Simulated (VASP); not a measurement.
# C (Fmmm) in VASP: notebook

C is run at these levels: PBEsol, BLYP+D3(BJ); tasks: relaxation of cell and atoms.

All numbers are computed with VASP 6.6.1; they aren't measurements. Logs are shortened: lines on timing, memory, paths and dates and some standing lists are left out, and cuts for length are marked.

### 1 The cell of the first run

It takes space group Fmmm (No. 69, orthorhombic). Conventional cell: a = 2.456 Å, b = 4.254 Å, c = 6.696 Å, α = 90.00°, β = 90.00°, γ = 90.00°. C (site symmetry m2m) has 3 C at 1.42 Å within 1.9 Å.

### 2 Relaxation of cell and atoms, PBEsol

The input, INCAR:

```
PREC     = Accurate       # precision mode
ENCUT    = 600            # plane-wave cutoff, eV
EDIFF    = 1E-6           # SCF threshold, eV
ISMEAR   = 0              # smearing method
SIGMA    = 0.15           # smearing width, eV
LREAL    = F              # projectors in reciprocal space
LASPH    = T              # aspherical terms in the spheres
NELM     = 60             # most SCF steps
ALGO     = Normal         # electronic algorithm
ISIF     = 3              # what is computed and relaxed
LWAVE    = F              # write WAVECAR
LCHARG   = F              # write CHGCAR
GGA      = PS             # functional
IBRION   = 2              # ionic algorithm
NSW      = 80             # ionic steps
EDIFFG   = -0.01          # ionic threshold
```

The input, KPOINTS:

```
Automatic mesh
0
Gamma
  15 15 15
```

The input, POSCAR:

```
C
1.0
    0.0000000000      2.1270000000      3.3480000000
    1.2280000000      0.0000000000      3.3480000000
    1.2280000000      2.1270000000      0.0000000000
C
2
Direct
    0.1666666667      0.8333333333      0.1666666667
    0.8333333333      0.1666666667      0.8333333333
```

Potentials or basis: VASP PAW PBE potentials, release 64 (C).

Started as:

```console
> cat potpaw_PBE.64/C/POTCAR > POTCAR
> mpirun -np 1 vasp_std > vasp.out
```

OUTCAR:

```text
PREC = Accurate
   ENCUT = 600
   EDIFF = 1E-6
   ISMEAR = 0
   LREAL = F
   LASPH = T
   NELM = 60
   ISIF = 3
   GGA = PS
   IBRION = 2
   NSW = 80
   EDIFFG = -0.01

 ion  position               nearest neighbor table
   1  0.167  0.833  0.167-   2 1.42   2 1.42   2 1.42
   2  0.833  0.167  0.833-   1 1.42   1 1.42   1 1.42

  LATTYP: Found a face centered orthorhombic cell.
 ALAT       =     2.4560000000
 B/A-ratio  =     1.7320846906
 C/A-ratio  =     2.7263843648

  Lattice vectors:

 A1 = (   0.0000000000,   2.1270000000,   3.3480000000)
 A2 = (   1.2280000000,   0.0000000000,   3.3480000000)
 A3 = (   1.2280000000,   2.1270000000,   0.0000000000)

Analysis of symmetry for initial positions (statically):
=====================================================================
 Subroutine PRICEL returns:
 Original cell was already a primitive cell.

 Routine SETGRP: Setting up the symmetry group for a
 face centered orthorhombic supercell.

 Subroutine GETGRP returns: Found  8 space group operations
 (whereof  8 operations were pure point group operations)
 out of a pool of  8 trial point group operations.

The static configuration has the point symmetry D_2h.

Analysis of symmetry for dynamics (positions and initial velocities):
=====================================================================
 Subroutine PRICEL returns:
 Original cell was already a primitive cell.

 Routine SETGRP: Setting up the symmetry group for a
 face centered orthorhombic supercell.

 Subroutine GETGRP returns: Found  8 space group operations
 (whereof  8 operations were pure point group operations)
 out of a pool of  8 trial point group operations.

The dynamic configuration has the point symmetry D_2h.

 Subroutine INISYM returns: Found  8 space group operations
 (whereof  8 operations are pure point group operations),
 and found     1 'primitive' translations

----------------------------------------------------------------------------------------

                                     Primitive cell

  volume of cell :      17.4897

  direct lattice vectors                    reciprocal lattice vectors
     0.000000000  2.127000000  3.348000000    -0.407166124  0.235072873  0.149342891
     1.228000000  0.000000000  3.348000000     0.407166124 -0.235072873  0.149342891
     1.228000000  2.127000000  0.000000000     0.407166124  0.235072873 -0.149342891

  length of vectors
     3.966513961  3.566102635  2.456036034     0.493301943  0.493301943  0.493301943

  position of ions in fractional coordinates (direct lattice)
     0.166666667  0.833333333  0.166666667
     0.833333333  0.166666667  0.833333333

  ion indices of the primitive-cell ions
   primitive index   ion index
                 1           1
                 2           2

----------------------------------------------------------------------------------------

 KPOINTS: Automatic mesh

Automatic generation of k-mesh.
 Grid dimensions read from file:
 generate k-points for:   15   15   15

 Generating k-lattice:

  Cartesian coordinates                     Fractional coordinates (reciprocal lattice)
    -0.027144408  0.015671525  0.009956193     0.066666667  0.000000000  0.000000000
     0.027144408 -0.015671525  0.009956193     0.000000000  0.066666667  0.000000000
     0.027144408  0.015671525 -0.009956193     0.000000000  0.000000000  0.066666667

  Length of vectors
     0.032886796  0.032886796  0.032886796

  Shift w.r.t. Gamma in fractional coordinates (k-lattice)
     0.000000000  0.000000000  0.000000000

 Subroutine IBZKPT returns following result:
 ===========================================

 Found    512 irreducible k-points:

 Following reciprocal coordinates:
            Coordinates               Weight
  0.000000  0.000000  0.000000      1.000000
  0.066667 -0.000000  0.000000      8.000000
  0.133333  0.000000 -0.000000      8.000000
  0.200000 -0.000000  0.000000      8.000000
  0.266667  0.000000 -0.000000      8.000000
  0.333333  0.000000 -0.000000      8.000000
[... 16 lines left out ...]
  0.133333  0.133333  0.000000      2.000000
  0.200000  0.133333  0.000000      8.000000
 [... further k-points ...]
   k-points           NKPTS =    512   k-points in BZ     NKDIM =    512   number of bands    NBANDS=      8
   number of dos      NEDOS =    301   number of ions     NIONS =      2
   total plane-waves  NPLWV =  17920
   dimension x,y,z NGX =    32 NGY =   28 NGZ =   20
   dimension x,y,z NGXF=    64 NGYF=   56 NGZF=   40
   ions per type =               2
   NGX,Y,Z   is equivalent  to a cutoff of  13.41, 13.05, 13.54 a.u.
   NGXF,Y,Z  is equivalent  to a cutoff of  26.82, 26.11, 27.08 a.u.
 SYSTEM =  unknown system
   PREC   = accura    normal or accurate (medium, high low for compatibility)
   ISTART =      0    job   : 0-new  1-cont  2-samecut
   ICHARG =      2    charge: 1-file 2-atom 10-const
   ISPIN  =      1    spin polarized calculation?
   LNONCOLLINEAR =      F non collinear calculations
   LSORBIT =      F    spin-orbit coupling
   LASPH  =      T    aspherical Exc in radial PAW
   ENCUT  =  600.0 eV  44.10 Ry    6.64 a.u.   7.92  7.12  4.91*2*pi/ulx,y,z
   NELM   =     60;   NELMIN=  2; NELMDL= -5     # of ELM steps
   EDIFF  = 0.1E-05   stopping-criterion for ELM
   LREAL  =      F    real-space projection
   EDIFFG = -.1E-01   stopping-criterion for IOM
   NSW    =     80    number of steps for IOM
   IBRION =      2    ionic relax: 0-MD 1-quasi-New 2-CG
   NFREE  =      1    steps in history (QN), initial steepest desc. (CG)
   ISIF   =      3    stress and relaxation
   ISYM   =      2    0-nonsym 1-usesym 2-fastsym
   POTIM  = 0.5000    time-step for ionic-motion
   TEBEG  =    0.0;   TEEND  =   0.0 temperature during run
   PSTRESS=    0.0 pullay stress
   NELECT =       8.0000    total number of electrons
   NUPDOWN=      -1.0000    fix difference up-down
   EMIN   =  10.00;   EMAX   =-10.00  energy-range for DOS
   EFERMI =   0.00;   METHOD = LEGACY
   ISMEAR =     0;   SIGMA  =   0.15  broadening in eV -4-tet -1-fermi 0-gaus
   EFERMI_NEDOS =   21; number of points for ismear=-14 and -15
   IALGO  =     38    algorithm
   IMIX   =      4    mixing-type and parameters
     AMIX     =   0.40;   BMIX     =  1.00
     AMIX_MAG =   1.60;   BMIX_MAG =  1.00
  volume/ion in A,a.u.               =       8.74        59.01
  Fermi-wavevector in a.u.,A,eV,Ry     =   1.261376  2.383654 21.647797  1.591068
  Thomas-Fermi vector in A             =   2.394838
   LORBIT       =      0    0 simple, 1 ext, 2 COOP (PROOUT), +10 PAW based schemes
   GGA     = PS    functional components
   LHFCALC =     F    Hartree Fock is set to
   AEXX    =    0.0000 exact exchange contribution
   IVDW    =     0    specifies the selected vdW correction
   LEPSILON=     F    determine dielectric tensor
   LRPA    =     F    only Hartree local field effects (RPA)
 conjugate gradient relaxation of ions
 non-spin polarized calculation
 Gauss-broadening in eV      SIGMA  =   0.15
  energy-cutoff  :      600.00
  volume of cell :       17.49
 maximum number of plane-waves:       599
   NGX = 15   NGY = 15   NGZ =  9

--------------------------------------- Ionic step        1  -------------------------------------------

 number of electron       8.0000000 magnetization

 Free energy of the ion-electron system (eV)
  ---------------------------------------------------
  ext. energy  EPLUGINS =         0.00000000
  ---------------------------------------------------
  free energy    TOTEN  =       -19.28502639 eV

  energy without entropy =      -19.28460974  energy(sigma->0) =      -19.28481806

------------------------ aborting loop because EDIFF is reached ----------------------------------------

  FORCE on cell =-STRESS in cart. coord.  units (eV):
  Direction    XX          YY          ZZ          XY          YZ          ZX
  --------------------------------------------------------------------------------------
  -------------------------------------------------------------------------------------
  Total        0.2305211      0.1706802      0.1583759      0.0000000      0.0000000      0.0000000
  in kB       21.1173791     15.6355220     14.5083595      0.0000000      0.0000000      0.0000000
  external PRESSURE =      17.0870869 kB  Pullay stress =       0.0000000 kB
[... 89 lines left out ...]
  FREE ENERGIE OF THE ION-ELECTRON SYSTEM (eV)
  ---------------------------------------------------
  free  energy   TOTEN  =       -19.2855349202 eV

  energy  without entropy=      -19.2851173290  energy(sigma->0) =      -19.28532612

[... ionic steps 4 to 17 ...]

--------------------------------------- Ionic step       18  -------------------------------------------

 number of electron       8.0000000 magnetization

------------------------ aborting loop because EDIFF is reached ----------------------------------------

  FORCE on cell =-STRESS in cart. coord.  units (eV):
  Direction    XX          YY          ZZ          XY          YZ          ZX
  --------------------------------------------------------------------------------------
  -------------------------------------------------------------------------------------
  Total       -0.0245646      0.0085043      0.0158155      0.0000000      0.0000000      0.0000000
  in kB       -2.1103073      0.7305883      1.3586866      0.0000000      0.0000000      0.0000000
  external PRESSURE =      -0.0070108 kB  Pullay stress =       0.0000000 kB
[... 57 lines left out ...]
  energy  without entropy=      -19.2894202013  energy(sigma->0) =      -19.28971932

--------------------------------------- Ionic step       20  -------------------------------------------

 number of electron       8.0000000 magnetization

 Free energy of the ion-electron system (eV)
  ---------------------------------------------------
  ext. energy  EPLUGINS =         0.00000000
  ---------------------------------------------------
  free energy    TOTEN  =       -19.29002501 eV

  energy without entropy =      -19.28942551  energy(sigma->0) =      -19.28972526

 E-fermi :   4.1313     XC(G=0): -10.1411

 val. band max:        4.1167731146   @ k =  -0.2667   0.0667   0.3333
 cond. band min:       4.1821096396   @ k =  -0.2000   0.1333   0.3333
 fundamental gap:      0.0653365251
 Fermi energy:         4.1312976294

 k-point     1 :       0.0000    0.0000    0.0000
  band No.  band energies     occupation
      1     -15.4831      2.00000
      2      -2.7745      2.00000
      3       1.1516      2.00000
      4       1.1599      2.00000
      5       7.7550      0.00000
      6      12.4807      0.00000
      7      12.5126      0.00000
      8      15.6451      0.00000
[... 243 lines left out ...]
 k-point    24 :       0.2000    0.1333    0.0000
  band No.  band energies     occupation
      1     -15.3307      2.00000
      2      -3.0718      2.00000
      3       0.7304      2.00000
      4       0.9283      2.00000
      5       8.9489      0.00000
      6      12.5469      0.00000
      7      12.9440      0.00000
      8      15.2884      0.00000

 [... further k-points ...]
[... 5 lines left out ...]
  --------------------------------------------------------------------------------------
  -------------------------------------------------------------------------------------
  Total       -0.0102371      0.0142234      0.0137581      0.0000000      0.0000000      0.0000000
  in kB       -0.8793050      1.2217016      1.1817370      0.0000000      0.0000000      0.0000000
  external PRESSURE =       0.5080445 kB  Pullay stress =       0.0000000 kB
[... 17 lines left out ...]
  FREE ENERGIE OF THE ION-ELECTRON SYSTEM (eV)
  ---------------------------------------------------
  free  energy   TOTEN  =       -19.2900250090 eV

  energy  without entropy=      -19.2894255068  energy(sigma->0) =      -19.28972526

 reached required accuracy - stopping structural energy minimisation
```

Run time: 8.4 min. Hardware: 1 thread of Intel Xeon 6975P-C, shared host; peak memory 0.2 GiB.

What came out:

| Item | Value |
| --- | --- |
| Free energy | -19.2900 eV |
| Relaxed volume | 9.33 Å³/atom |
| Relaxed cell | a = 4.148 Å, b = 3.766 Å, c = 2.460 Å, α = 80.59°, β = 63.60°, γ = 35.81° |
| Space group after relaxing (to 0.05 Å) | Fmmm (No. 69) |
| Energy gained by relaxing | 2.5 meV/atom |
| Ionic steps | 20 |
| Pressure after relaxing | 0.1 GPa |
| Largest force after relaxing | 0.004 eV/Å |
| Band gap on the k mesh | 0.07 eV, indirect (the least direct gap lies 4.8 meV higher) |

Forces in eV/Å, atoms in the order of the input:
```
C    0.000  0.004  0.000
C    0.000 -0.004  0.000
```

Stress tensor (GPa, compression positive):
```
-0.09  0.00  0.00
 0.00  0.12  0.00
 0.00  0.00  0.12
```

The path:
```
step  energy change (eV)  largest force (eV/Å)  pressure (GPa)  volume (Å³)
   1              0.0000                0.0045            1.71        17.49
   2              0.0007                0.0019           -2.32        17.73
   3             -0.0005                0.0022            0.11        17.58
   4             -0.0011                0.0076            0.09        17.66
   5             -0.0026                0.0375            0.06        17.89
   6             -0.0037                0.0966            0.08        18.35
   7             -0.0041                0.0613            0.04        18.39
   8             -0.0044                0.0240            0.06        18.44
   9             -0.0048                0.0509            0.18        18.53
  10             -0.0045                0.2017            0.23        18.72
  11             -0.0049                0.0987            0.13        18.59
  12             -0.0049                0.0875            0.20        18.58
  13             -0.0049                0.0925            0.18        18.58
  14             -0.0050                0.0112            0.09        18.62
  15             -0.0050                0.0046            0.10        18.62
  16             -0.0050                0.0028            0.06        18.63
  17             -0.0050                0.0181           -0.03        18.64
  18             -0.0050                0.0028            0.00        18.65
  19             -0.0050                0.0036            0.01        18.65
  20             -0.0050                0.0044            0.05        18.65
```

Final structure:
```
CELL_PARAMETERS angstrom
0.00000 2.12983 3.55909
1.23037 0.00000 3.55909
1.23037 2.12983 0.00000
ATOMIC_POSITIONS crystal
C 0.16668 0.83332 0.16668
C 0.83332 0.16668 0.83332
```

Caveat: the PAW data sets were made with another functional, which shifts forces and pressure a little.

(Part 1 of 2 ends here.)
